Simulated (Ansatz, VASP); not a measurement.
TiO2 in VASP and in Ansatz

The input INCAR:

```
PREC = Accurate
ENCUT = 520
EDIFF = 1E-6
ISMEAR = 0
SIGMA = 0.05
LREAL = False
LASPH = True
NELM = 60
ALGO = Normal
ISIF = 2
LWAVE = False
LCHARG = False
GGA = PE
NBANDS = 33
```

The input KPOINTS:

```
regular mesh
0
Gamma
  6 6 10
```

Contents of POSCAR:

```
TiO2
1.0
    4.6819400349      0.0000000000      0.0000000000
    0.0000000000      4.6819400349      0.0000000000
    0.0000000000      0.0000000000      2.9884637574
Ti O
2 4
Direct
    0.0000000000      0.0000000000      0.0078488792
    0.5000000000      0.5000000000      0.5078488792
    0.3050970583      0.3050970583     -0.0117414307
    0.1949029417      0.8050970583      0.4882585693
    0.6949029417      0.6949029417     -0.0117414307
    0.8050970583      0.1949029417      0.4882585693
```

Input for Ansatz:

```yaml
crystal:
  lattice:
    - [4.6819400349, 0.0, 0.0]
    - [0.0, 4.6819400349, 0.0]
    - [0.0, 0.0, 2.9884637574]
  atoms:
    - { symbol: Ti, position: [0.0, 0.0, 0.0078488792] }
    - { symbol: Ti, position: [0.5, 0.5, 0.5078488792] }
    - { symbol: O, position: [0.3050970583, 0.3050970583, -0.0117414307] }
    - { symbol: O, position: [0.1949029417, 0.8050970583, 0.4882585693] }
    - { symbol: O, position: [0.6949029417, 0.6949029417, -0.0117414307] }
    - { symbol: O, position: [0.8050970583, 0.1949029417, 0.4882585693] }
basis:
  ecutwfc: 520.0
kpoints:
  mp_grid: { grid: [6, 6, 10] }
hamiltonian:
  xc: pbe
  pseudopotentials: { kind: paw, azcp: { folder: soft_1 } }
scf:
  occupations: { method: gaussian, width: 0.05 }
output:
  forces: true
  stress: true
  eigenvalues: true
```

Change from the starting cell: mode 1 frozen in at -0.035 Å, equal normal strain along x, y and z +0.0083.

Alike in both runs: task single point; functional PBE; k mesh 6 × 6 × 10; occupations gaussian, width 0.05 eV; no spin polarisation.

|  | VASP | Ansatz |
| --- | --- | --- |
| version | VASP 6.6.1 | Ansatz 0.2.0 |
| potentials or method | VASP PAW PBE potentials, release 64 (Ti_sv, O), cutoff 520 eV | scalar-relativistic, plane waves, PAW |
| valence electrons in the cell | 48 | 48 |

|  | VASP | Ansatz | Ansatz less VASP |
| --- | --- | --- | --- |
| gap on the k mesh at the Fermi level (eV) | 1.87 | 1.89 | +0.026 |
| least direct gap on the mesh (eV) | 1.87 | 1.90 | +0.027 |
| pressure (GPa) | -4.3 | -4.9 | -0.64 |
| traceless stress, the component that is largest in VASP (GPa) | -0.64 | -0.87 | -0.228 |
| rms of the force components (eV/Å) | 0.046 | 0.063 | +0.0162 |

Atom by atom the forces differ by 0.016 eV/Å (rms over components). With one functional, cell and mesh, what is left measures potentials, basis and numerics.
